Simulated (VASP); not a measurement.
Here is a VASP 6.6.1 calculation.

File INCAR:

```
SYSTEM = Lu
ALGO     = Normal         ! electronic algorithm
EDIFF    = 1E-7           ! SCF threshold, eV
ENCUT    = 520            ! plane-wave cutoff, eV
GGA      = CA             ! functional
ISIF     = 2              ! what is computed and relaxed
ISMEAR   = 1              ! smearing method
LASPH    = .TRUE.         ! aspherical terms in the spheres
LCHARG   = .FALSE.        ! write CHGCAR
LREAL    = .FALSE.        ! projectors in reciprocal space
LWAVE    = .FALSE.        ! write WAVECAR
NBANDS   = 32             ! bands
NELM     = 80             ! most SCF steps
PREC     = Accurate       ! precision mode
SIGMA    = 0.05           ! smearing width, eV
```

KPOINTS

```
k-points
0
G
  15 15 9
  0 0 0
```

Contents of POSCAR:

```
Lu
1.0
    3.3881864887      0.0000000000      0.0000000000
   -1.6940932444      2.9342555720      0.0000000000
    0.0000000000      0.0000000000      5.2327780013
Lu
2
Direct
    0.3333333333      0.6666666667      0.2500000000
    0.6666666667      0.3333333333      0.7500000000
```

Potentials or basis: VASP PAW PBE potentials, release 64 (Lu).

Command:

```sh
$ cat potpaw_PBE.64/Lu/POTCAR > POTCAR
$ mpirun -np 1 vasp_std > vasp.out
```

Predict the band gap on the k mesh.

zero (bands 25 and 26 overlap by 1.95 eV).

Predict the pressure.

0.3 GPa.

Caveat: the PAW data sets were made with another functional, which shifts forces and pressure a little; spin-orbit coupling is left out, which moves the levels of the heavy elements.
